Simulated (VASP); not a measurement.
# CoO (Fm-3m) in VASP: notebook

Aim: see how the results for CoO move with the level of theory and the settings. Levels: PBEsol, PBE, PBEsol+D4. Tasks: single point.

All numbers are computed with VASP 6.6.1; they aren't measurements. Logs are shortened: lines on timing, memory, paths and dates and some standing lists are left out, and cuts for length are marked.

## 1. The cell of the first run

Symmetry: Fm-3m, No. 225, cubic system. The conventional cell has a = 4.176 Å, b = 4.176 Å, c = 4.176 Å, α = 90.00°, β = 90.00°, γ = 90.00°. Within 2.8 Å of Co (site symmetry m-3m) lie 6 O at 2.09 Å. Within 2.8 Å of O (site symmetry m-3m) lie 6 Co at 2.09 Å.

## 2. Single point, PBEsol, collinear spin, ferromagnetic start (volume scaled by 0.94)

File INCAR:

```
SYSTEM = CoO
PREC = Accurate
ENCUT = 520
EDIFF = 1E-7
ISMEAR = -1
SIGMA = 0.05
LREAL = .False.
LASPH = .True.
NELM = 150
ALGO = Normal
ISIF = 2
LWAVE = .False.
LCHARG = .False.
ISPIN = 2
MAGMOM = 2 0
LORBIT = 11
LMAXMIX = 4
GGA = PS
NBANDS = 18
```

File KPOINTS:

```
regular mesh
0
Gamma
  11 11 11
  0 0 0
```

File POSCAR:

```
CoO
1.0
    0.0000000000      2.0879877907      2.0879877907
    2.0879877907      0.0000000000      2.0879877907
    2.0879877907      2.0879877907      0.0000000000
Co O
1 1
Direct
    0.0000000000      0.0000000000      0.0000000000
    0.5000000000      0.5000000000      0.5000000000
```

Potentials or basis: VASP PAW PBE potentials, release 64 (Co, O).

On the command line:

```console
$ cat potpaw_PBE.64/Co/POTCAR potpaw_PBE.64/O/POTCAR > POTCAR
$ mpirun -np 1 vasp_std > vasp.out
```

OUTCAR:

```text
SYSTEM = CoO
   PREC = Accurate
   ENCUT = 520
   EDIFF = 1E-7
   ISMEAR = -1
   LREAL = .False.
   LASPH = .True.
   NELM = 150
   ISIF = 2
   ISPIN = 2
   LORBIT = 11
   GGA = PS

 ion  position               nearest neighbor table
   1  0.000  0.000  0.000-   2 2.09   2 2.09   2 2.09   2 2.09   2 2.09   2 2.09
   2  0.500  0.500  0.500-   1 2.09   1 2.09   1 2.09   1 2.09   1 2.09   1 2.09

  LATTYP: Found a face centered cubic cell.
 ALAT       =     4.1759755814

  Lattice vectors:

 A1 = (   0.0000000000,   2.0879877907,   2.0879877907)
 A2 = (   2.0879877907,   0.0000000000,   2.0879877907)
 A3 = (   2.0879877907,   2.0879877907,   0.0000000000)

Analysis of symmetry for initial positions (statically):
[... 25 lines left out ...]
The dynamic configuration has the point symmetry O_h .

Analysis of structural, dynamic, and magnetic symmetry:
=====================================================================
 Subroutine PRICEL returns:
[... 7 lines left out ...]
 out of a pool of 48 trial point group operations.

The overall configuration has the point symmetry O_h .

 Subroutine INISYM returns: Found 48 space group operations
[... 5 lines left out ...]
                                     Primitive cell

  volume of cell :      18.2060

  direct lattice vectors                    reciprocal lattice vectors
     0.000000000  2.087987791  2.087987791    -0.239465002  0.239465002  0.239465002
     2.087987791  0.000000000  2.087987791     0.239465002 -0.239465002  0.239465002
     2.087987791  2.087987791  0.000000000     0.239465002  0.239465002 -0.239465002

  length of vectors
     2.952860652  2.952860652  2.952860652     0.414765550  0.414765550  0.414765550

  position of ions in fractional coordinates (direct lattice)
     0.000000000  0.000000000  0.000000000
     0.500000000  0.500000000  0.500000000

  ion indices of the primitive-cell ions
   primitive index   ion index
                 1           1
                 2           2

----------------------------------------------------------------------------------------

 KPOINTS: regular mesh

Automatic generation of k-mesh.
 Grid dimensions read from file:
 generate k-points for:   11   11   11

 Generating k-lattice:

  Cartesian coordinates                     Fractional coordinates (reciprocal lattice)
    -0.021769546  0.021769546  0.021769546     0.090909091  0.000000000  0.000000000
     0.021769546 -0.021769546  0.021769546     0.000000000  0.090909091  0.000000000
     0.021769546  0.021769546 -0.021769546     0.000000000  0.000000000  0.090909091

  Length of vectors
     0.037705959  0.037705959  0.037705959

  Shift w.r.t. Gamma in fractional coordinates (k-lattice)
     0.000000000  0.000000000  0.000000000

 Subroutine IBZKPT returns following result:
 ===========================================

 Found     56 irreducible k-points:

 Following reciprocal coordinates:
            Coordinates               Weight
  0.000000  0.000000  0.000000      1.000000
  0.090909  0.000000  0.000000      8.000000
  0.181818  0.000000  0.000000      8.000000
  0.272727  0.000000  0.000000      8.000000
  0.363636  0.000000  0.000000      8.000000
  0.454545  0.000000  0.000000      8.000000
[... 16 lines left out ...]
 -0.272727  0.181818  0.000000     24.000000
 -0.181818  0.181818  0.000000     12.000000
 [... further k-points ...]
   k-points           NKPTS =     56   k-points in BZ     NKDIM =     56   number of bands    NBANDS=     18
   number of dos      NEDOS =    301   number of ions     NIONS =      2
   total plane-waves  NPLWV =  13824
   dimension x,y,z NGX =    24 NGY =   24 NGZ =   24
   dimension x,y,z NGXF=    48 NGYF=   48 NGZF=   48
   ions per type =               1   1
   NGX,Y,Z   is equivalent  to a cutoff of  13.51, 13.51, 13.51 a.u.
   NGXF,Y,Z  is equivalent  to a cutoff of  27.02, 27.02, 27.02 a.u.
 SYSTEM =  CoO
   PREC   = accura    normal or accurate (medium, high low for compatibility)
   ISTART =      0    job   : 0-new  1-cont  2-samecut
   ICHARG =      2    charge: 1-file 2-atom 10-const
   ISPIN  =      2    spin polarized calculation?
   LNONCOLLINEAR =      F non collinear calculations
   LSORBIT =      F    spin-orbit coupling
   LASPH  =      T    aspherical Exc in radial PAW
   ENCUT  =  520.0 eV  38.22 Ry    6.18 a.u.   5.49  5.49  5.49*2*pi/ulx,y,z
   NELM   =    150;   NELMIN=  2; NELMDL= -5     # of ELM steps
   EDIFF  = 0.1E-06   stopping-criterion for ELM
   LREAL  =      F    real-space projection
   EDIFFG = 0.1E-05   stopping-criterion for IOM
   NSW    =      0    number of steps for IOM
   IBRION =     -1    ionic relax: 0-MD 1-quasi-New 2-CG
   NFREE  =      0    steps in history (QN), initial steepest desc. (CG)
   ISIF   =      2    stress and relaxation
   ISYM   =      2    0-nonsym 1-usesym 2-fastsym
   POTIM  = 0.5000    time-step for ionic-motion
   TEBEG  =    0.0;   TEEND  =   0.0 temperature during run
   PSTRESS=    0.0 pullay stress
   NELECT =      15.0000    total number of electrons
   NUPDOWN=      -1.0000    fix difference up-down
   EMIN   =  10.00;   EMAX   =-10.00  energy-range for DOS
   EFERMI =   0.00;   METHOD = LEGACY
   ISMEAR =    -1;   SIGMA  =   0.05  broadening in eV -4-tet -1-fermi 0-gaus
   EFERMI_NEDOS =   21; number of points for ismear=-14 and -15
   IALGO  =     38    algorithm
   IMIX   =      4    mixing-type and parameters
     AMIX     =   0.40;   BMIX     =  1.00
     AMIX_MAG =   1.60;   BMIX_MAG =  1.00
  volume/ion in A,a.u.               =       9.10        61.43
  Fermi-wavevector in a.u.,A,eV,Ry     =   1.534737  2.900232 32.047403  2.355418
  Thomas-Fermi vector in A             =   2.641623
   LORBIT       =     11    0 simple, 1 ext, 2 COOP (PROOUT), +10 PAW based schemes
   GGA     = PS    functional components
   LHFCALC =     F    Hartree Fock is set to
   AEXX    =    0.0000 exact exchange contribution
   IVDW    =     0    specifies the selected vdW correction
   LEPSILON=     F    determine dielectric tensor
   LRPA    =     F    only Hartree local field effects (RPA)
 spin polarized calculation
  energy-cutoff  :      520.00
  volume of cell :       18.21
 maximum number of plane-waves:       531
 NGX is ok and might be reduce to    24
   NGX = 11   NGY = 11   NGZ = 11

 number of electron      14.9999997 magnetization       2.7813422

 Free energy of the ion-electron system (eV)
  ---------------------------------------------------
  ext. energy  EPLUGINS =         0.00000000
  ---------------------------------------------------
  free energy    TOTEN  =       -14.00418736 eV

  energy without entropy =      -13.97153048  energy(sigma->0) =      -13.98785892

 E-fermi :   8.6856     XC(G=0): -13.0076

 val. band max:        8.6822861271   @ k =   0.4545   0.2727   0.0909
 cond. band min:       8.7027279686   @ k =   0.3636   0.1818   0.0000
 fundamental gap:      0.0204418415
 Fermi energy:         8.6855877555

 spin component 1

 k-point     1 :       0.0000    0.0000    0.0000
  band No.  band energies     occupation
      1     -12.1160      1.00000
      2       5.1906      1.00000
      3       5.1906      1.00000
      4       5.1906      1.00000
      5       5.4157      1.00000
      6       5.4157      1.00000
[... 10 lines left out ...]
     17      31.0395      0.00000
     18      34.1760      0.00000

 k-point     2 :       0.0909    0.0000    0.0000
  band No.  band energies     occupation
      1     -12.0193      1.00000
      2       4.3265      1.00000
      3       4.3953      1.00000
      4       4.3953      1.00000
      5       5.5633      1.00000
      6       5.5633      1.00000
[... 10 lines left out ...]
     17      32.0470      0.00000
     18      35.6538      0.00000

 k-point     3 :       0.1818    0.0000    0.0000
  band No.  band energies     occupation
      1     -11.7488      1.00000
      2       2.9732      1.00000
      3       3.5968      1.00000
      4       3.5968      1.00000
      5       5.7368      1.00000
      6       5.7368      1.00000
[... 412 lines left out ...]
 k-point    23 :      -0.2727    0.1818    0.0000
  band No.  band energies     occupation
      1     -10.9494      1.00000
      2       0.8934      1.00000
      3       2.4287      1.00000
      4       2.7132      1.00000
      5       6.0775      1.00000
      6       6.1274      1.00000
[... 10 lines left out ...]
     17      37.0774      0.00000
     18      38.9764      0.00000

 k-point    24 :      -0.1818    0.1818    0.0000
  band No.  band energies     occupation
      1     -11.2693      1.00000
      2       1.5182      1.00000
      3       2.6982      1.00000
      4       3.2645      1.00000
      5       5.8899      1.00000
      6       5.9933      1.00000
[... 10 lines left out ...]
     17      37.2445      0.00000
     18      38.9707      0.00000

 [... further k-points ...]

 spin component 2

 k-point     1 :       0.0000    0.0000    0.0000
  band No.  band energies     occupation
      1     -11.6252      1.00000
      2       5.7504      1.00000
      3       5.7504      1.00000
      4       5.7504      1.00000
      5       7.4404      1.00000
      6       7.4404      1.00000
[... 10 lines left out ...]
     17      31.9602      0.00000
     18      34.9959      0.00000

 k-point     2 :       0.0909    0.0000    0.0000
  band No.  band energies     occupation
      1     -11.5262      1.00000
      2       5.0151      1.00000
      3       5.4212      1.00000
      4       5.4212      1.00000
      5       7.5539      1.00000
      6       7.5540      1.00000
[... 10 lines left out ...]
     17      32.8612      0.00000
     18      36.5106      0.00000

 k-point     3 :       0.1818    0.0000    0.0000
  band No.  band energies     occupation
      1     -11.2495      1.00000
      2       3.6281      1.00000
      3       4.7901      1.00000
      4       4.7901      1.00000
      5       7.7892      1.00000
      6       7.7892      1.00000
[... 412 lines left out ...]
 k-point    23 :      -0.2727    0.1818    0.0000
  band No.  band energies     occupation
      1     -10.4229      1.00000
      2       1.5533      1.00000
      3       3.5072      1.00000
      4       3.7131      1.00000
      5       8.1304      0.99998
      6       8.4654      0.98791
[... 10 lines left out ...]
     17      37.5579      0.00000
     18      39.6020      0.00000

 k-point    24 :      -0.1818    0.1818    0.0000
  band No.  band energies     occupation
      1     -10.7552      1.00000
      2       2.2331      1.00000
      3       4.0049      1.00000
      4       4.0413      1.00000
      5       7.8976      1.00000
      6       8.3495      0.99880
[... 10 lines left out ...]
     17      37.8672      0.00000
     18      39.5785      0.00000

 [... further k-points ...]
[... 5 lines left out ...]
  --------------------------------------------------------------------------------------
  -------------------------------------------------------------------------------------
  Total       -0.1373786     -0.1373786     -0.1373786     -0.0000000      0.0000000     -0.0000000
  in kB      -12.0897104    -12.0897104    -12.0897104     -0.0000000      0.0000000     -0.0000000
  external PRESSURE =     -12.0897104 kB  Pullay stress =       0.0000000 kB

 VOLUME and BASIS-vectors are now :
 -----------------------------------------------------------------------------
  energy-cutoff  :      520.00
  volume of cell :       18.21
      direct lattice vectors                 reciprocal lattice vectors
     0.000000000  2.087987791  2.087987791    -0.239465002  0.239465002  0.239465002
     2.087987791  0.000000000  2.087987791     0.239465002 -0.239465002  0.239465002
     2.087987791  2.087987791  0.000000000     0.239465002  0.239465002 -0.239465002

 POSITION                                       TOTAL-FORCE (eV/Angst)
 -----------------------------------------------------------------------------------
      0.00000      0.00000      0.00000         0.000000     -0.000000     -0.000000
      2.08799      2.08799      2.08799        -0.000000      0.000000      0.000000
 -----------------------------------------------------------------------------------
    total drift:                                0.000000     -0.000000     -0.000000

  FREE ENERGIE OF THE ION-ELECTRON SYSTEM (eV)
  ---------------------------------------------------
  free  energy   TOTEN  =       -14.0041873602 eV

  energy  without entropy=      -13.9715304784  energy(sigma->0) =      -13.98785892

 total charge

# of ion       s       p       d       tot
------------------------------------------
    1        0.314   0.402   7.199   7.915
    2        1.552   3.424   0.000   4.976
--------------------------------------------------
tot          1.866   3.827   7.199  12.891

 magnetization (x)

# of ion       s       p       d       tot
------------------------------------------
    1        0.021   0.019   2.411   2.450
    2        0.031   0.252   0.000   0.283
--------------------------------------------------
tot          0.051   0.271   2.411   2.733
```

It took 33 s on 1 thread of Intel Xeon 6975P-C, shared host; peak memory 0.17 GiB.

Results:

```
Free energy                                           : -14.0042 eV
Pressure                                              : -1.2 GPa
Net moment                                            : 2.78 μB per cell
Site moments                                          : Co +2.45; O +0.28 μB
Valence electrons inside the program's atomic spheres : Co 7.92; O 4.98
```

Caveat: the cell differs from its parent crystal (volume scaled by 0.94); the PAW data sets were made with another functional, which shifts forces and pressure a little; a cell with one magnetic atom can't hold antiferromagnetic order, which such compounds often take; semilocal functionals often make such compounds metallic where correlation or magnetic order opens a gap, which also shifts bond lengths.

## 3. Single point, PBEsol, collinear spin, ferromagnetic start (volume scaled by 0.96)

File INCAR:

```
  ALGO = Normal
  EDIFF = 1E-6
  ENCUT = 520
  GGA = PS
  ISIF = 2
  ISMEAR = -1
  ISPIN = 2
  LASPH = True
  LCHARG = False
  LMAXMIX = 4
  LORBIT = 11
  LREAL = False
  LWAVE = False
  MAGMOM = 2 0
  NBANDS = 18
  NELM = 150
  PREC = Accurate
  SIGMA = 0.05
```

File KPOINTS:

```
k-points
0
Gamma
  11 11 11
```

File POSCAR:

```
CoO
1.0
    0.0000000000      2.1026924146      2.1026924146
    2.1026924146      0.0000000000      2.1026924146
    2.1026924146      2.1026924146      0.0000000000
Co O
1 1
Direct
    0.0000000000      0.0000000000      0.0000000000
    0.5000000000      0.5000000000      0.5000000000
```

Potentials or basis: VASP PAW PBE potentials, release 64 (Co, O).

On the command line:

```console
$ cat potpaw_PBE.64/Co/POTCAR potpaw_PBE.64/O/POTCAR > POTCAR
$ mpirun -np 1 vasp_std > vasp.out
```

Wall time 31 s (1 thread of Intel Xeon 6975P-C, shared host); peak memory 0.17 GiB.

It converged, with:

* Free energy: -13.9972 eV
* Pressure: -5.2 GPa
* Net moment: 2.84 μB per cell
* Site moments: Co +2.49; O +0.29 μB
* Valence electrons inside the program's atomic spheres: Co 7.87; O 4.97

Levels at points of the mesh, in eV from the Fermi level:
Spin up:
```csv
k point,band 5,band 6,band 7,band 8,band 9,band 10,band 11,band 12,band 13,band 14
"(0.00, 0.00, 0.00)",-3.28,-3.28,-3.16,-3.16,-3.16,1.05,16.68,18.22,18.22,18.22
```
Spin down:
```tsv
k point	band 4	band 5	band 6	band 7	band 8	band 9
(0.00, 0.00, 0.00)	-2.82	-1.19	-1.19	-1.19	-0.20	-0.20
```

Caveat: the cell differs from its parent crystal (volume scaled by 0.96); the PAW data sets were made with another functional, which shifts forces and pressure a little; a cell with one magnetic atom can't hold antiferromagnetic order, which such compounds often take; semilocal functionals often make such compounds metallic where correlation or magnetic order opens a gap, which also shifts bond lengths.

## 4. Single point, PBE

This run uses another cell than the first one, of 9.68 Å³/atom, 1.064 times its volume.

File INCAR:

```
PREC = Accurate ; ENCUT = 520
EDIFF = 1E-6 ; ISMEAR = -1
SIGMA = 0.05 ; LREAL = False
LASPH = True ; NELM = 60
ALGO = Normal ; ISIF = 2
LWAVE = False ; LCHARG = False
GGA = PE ; NBANDS = 14
```

File KPOINTS:

```
Automatic mesh
0
Gamma
  11 11 11
```

File POSCAR:

```
CoO
1.0
    0.0000000000      2.1315000000      2.1315000000
    2.1315000000      0.0000000000      2.1315000000
    2.1315000000      2.1315000000      0.0000000000
Co O
1 1
Direct
    0.0000000000      0.0000000000      0.0000000000
    0.5000000000      0.5000000000      0.5000000000
```

On the command line:

```console
$ cat potpaw_PBE.64/Co/POTCAR potpaw_PBE.64/O/POTCAR > POTCAR
$ mpirun -np 1 vasp_std > vasp.out
```

It took 9 s on 1 thread of Intel Xeon 6975P-C, shared host; peak memory 0.14 GiB.

It converged, with:

```yaml
Free_energy: -12.5816 eV
Pressure: -19.6 GPa
```

Levels at points of the mesh, in eV from the Fermi level:
```csv
k point,band 5,band 6,band 7,band 8,band 9,band 10,band 11,band 12
"(0.00, 0.00, 0.00)",-1.36,-1.36,-1.36,-0.99,-0.99,1.33,17.06,18.66
```

Caveat: an odd number of electrons without spin polarisation forces a metal; a magnetic or distorted state may lie lower; the run has no spin polarisation, though such a crystal can be magnetic; semilocal functionals often make such compounds metallic where correlation or magnetic order opens a gap, which also shifts bond lengths. Spin polarisation is off, so any magnetic state and its effect on volume and gap are missing.

## 5. Single point, PBE, collinear spin, ferromagnetic start

This run uses another cell than the first one, of 9.68 Å³/atom, 1.064 times its volume.

File INCAR:

```
PREC = Accurate ; ENCUT = 520
EDIFF = 1E-6 ; ISMEAR = -1
SIGMA = 0.05 ; LREAL = F
LASPH = T ; NELM = 150
ALGO = Normal ; ISIF = 2
LWAVE = F ; LCHARG = F
ISPIN = 2 ; MAGMOM = 1.71 0
LORBIT = 11 ; LMAXMIX = 4
GGA = PE ; NBANDS = 18
```

File KPOINTS:

```
regular mesh
0
Gamma
  11 11 11
```

POSCAR is that of step 4.

On the command line:

```console
$ cat potpaw_PBE.64/Co/POTCAR potpaw_PBE.64/O/POTCAR > POTCAR
$ mpirun -np 1 vasp_std > vasp.out
```

Run time: 32 s. Hardware: 1 thread of Intel Xeon 6975P-C, shared host; peak memory 0.17 GiB.

The run converged. Its results:

```yaml
Free_energy: -13.0624 eV
Pressure: -2.3 GPa
Net_moment: 2.90 μB per cell
Site_moments: Co +2.55; O +0.29 μB
Valence_electrons_inside_the_program's_atomic_spheres: Co 7.79; O 4.98
```

Levels at points of the mesh, in eV from the Fermi level:
Spin up:
| k point | band 6 | band 7 | band 8 | band 9 | band 10 | band 11 | band 12 | band 13 |
| --- | --- | --- | --- | --- | --- | --- | --- | --- |
| (0.00, 0.00, 0.00) | -3.10 | -3.05 | -3.05 | -3.05 | 1.00 | 16.86 | 18.13 | 18.13 |
Spin down:
| k point | band 2 | band 3 | band 4 | band 5 | band 6 | band 7 | band 8 | band 9 | band 10 | band 11 |
| --- | --- | --- | --- | --- | --- | --- | --- | --- | --- | --- |
| (0.00, 0.00, 0.00) | -2.54 | -2.54 | -2.54 | -1.09 | -1.09 | -1.09 | 0.07 | 0.07 | 1.53 | 16.77 |

Caveat: a cell with one magnetic atom can't hold antiferromagnetic order, which such compounds often take; semilocal functionals often make such compounds metallic where correlation or magnetic order opens a gap, which also shifts bond lengths.

(Part 1 of 2 ends here.)
